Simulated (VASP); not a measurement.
## Pd: relaxation of cell and atoms with r2SCAN

Pd:

```
Pd
1.0
     0.00000    1.96000    1.96000
     1.96000    0.00000    1.96000
     1.96000    1.96000    0.00000
Pd
1
Cartesian
  0.0000 0.0000 0.0000
```

```yaml
Program: VASP 6.6.1
Task: relaxation of cell and atoms
Functional: r2SCAN
Potentials_or_basis: VASP PAW PBE potentials, release 64 (Pd)
Cutoff: 600 eV
k_mesh: 20 × 20 × 20
Occupations: methfessel-paxton, width 0.1 eV
Spin: no spin polarisation
Dipole_correction: no
Further_INCAR_settings: ALGO = Normal; EDIFF = 1e-06; IBRION = 2; EDIFFG = -0.005; NSW = 80; ISIF = 3
```

- Relaxed volume: 14.96 Å³/atom
- Relaxed cell: a = 2.766 Å, b = 2.766 Å, c = 2.766 Å, α = 60.00°, β = 60.00°, γ = 60.00°
- Space group after relaxing (to 0.05 Å): Fm-3m (No. 225)
- Energy gained by relaxing: 0.4 meV/atom
- Ionic steps: 3
- Pressure after relaxing: 0.0 GPa
- Band gap on the k mesh: zero (band 5 reaches 9.67 eV, above the bottom of band 6 at 8.02 eV)

The path:
| step | energy change (eV) | largest force (eV/Å) | pressure (GPa) | volume (Å³) |
| --- | --- | --- | --- | --- |
| 1 | 0.0000 | 0.0000 | -1.17 | 15.06 |
| 2 | 0.0004 | 0.0000 | 1.88 | 14.82 |
| 3 | -0.0004 | 0.0000 | 0.01 | 14.96 |

Final structure:
```
Pd
1.0
     0.00000    1.95569    1.95569
     1.95569    0.00000    1.95569
     1.95569    1.95569    0.00000
Pd
1
Direct
  0.00000 0.00000 0.00000
```

Levels at points of the mesh, in eV from the Fermi level:
| k point | band 1 | band 2 | band 3 | band 4 | band 5 | band 6 | band 7 | band 8 | band 9 |
| --- | --- | --- | --- | --- | --- | --- | --- | --- | --- |
| (0.00, 0.00, 0.00) | -7.06 | -2.84 | -2.84 | -2.84 | -1.26 | -1.26 | 18.03 | 22.94 | 22.94 |
| (0.50, 0.00, 0.00) | -5.30 | -2.91 | -2.91 | -0.02 | -0.02 | 1.34 | 7.61 | 17.43 | 22.00 |
| (0.50, 0.50, 0.00) | -5.40 | -5.13 | -0.08 | 0.32 | 0.32 | 3.68 | 11.18 | 13.87 | 13.87 |

Run time: 3.6 min on 1 thread of Intel Xeon 6975P-C, with other jobs on the host, peak memory 0.19 GiB.

Caveat: the PAW data sets were made with another functional, which shifts forces and pressure a little.
